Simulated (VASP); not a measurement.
Set up this calculation in VASP 6.6.1, as the native input.

```
Task                   : single point
Functional             : PBEsol
Potentials or basis    : VASP PAW PBE potentials, release 64 (Rh_pv)
Cutoff                 : 520 eV
k mesh                 : 24 × 24 × 24
Occupations            : gaussian, width 0.15 eV
Spin                   : no spin polarisation
Dipole correction      : no
Further INCAR settings : ALGO = Fast; EDIFF = 1e-06; NBANDS = 14
```

The structure of Rh lies in POSCAR:

```
Rh
1.0
    0.4635116378      2.1592859224      2.1592859224
    2.1592859224      0.4635116378      2.1592859224
    2.1592859224      2.1592859224      0.4635116378
Rh
1
Direct
    0.0000000000      0.0000000000      0.0000000000
```

This cell differs from its parent crystal: ratio of the length along [111] to the lengths across it x 1.41, volume and fractional coordinates fixed.

These files were run (other wordings do the same):

INCAR

```
PREC     = Accurate       # precision mode
ENCUT    = 520            # plane-wave cutoff, eV
EDIFF    = 1E-6           # SCF threshold, eV
ISMEAR   = 0              # smearing method
SIGMA    = 0.15           # smearing width, eV
LREAL    = F              # projectors in reciprocal space
LASPH    = T              # aspherical terms in the spheres
NELM     = 80             # most SCF steps
ALGO     = Fast           # electronic algorithm
ISIF     = 2              # what is computed and relaxed
LWAVE    = F              # write WAVECAR
LCHARG   = F              # write CHGCAR
GGA      = PS             # functional
NBANDS   = 14             # bands
```

KPOINTS

```
regular mesh
0
Gamma
  24 24 24
```

Potentials or basis: VASP PAW PBE potentials, release 64 (Rh_pv).

The run is started by

```sh
$ cat potpaw_PBE.64/Rh_pv/POTCAR > POTCAR
$ mpirun -np 1 vasp_std > vasp.out
```

It gave:

```
Pressure               : 41.1 GPa
Band gap on the k mesh : zero (an odd number of electrons rules out a gap without spin polarisation)
```

Caveat: the cell stands under pressure; the PAW data sets were made with another functional, which shifts forces and pressure a little.

It took 4.6 min on 1 thread of AMD EPYC 7R43 64-Core Processor (Zen 3), on a shared host, peak memory 0.31 GiB.
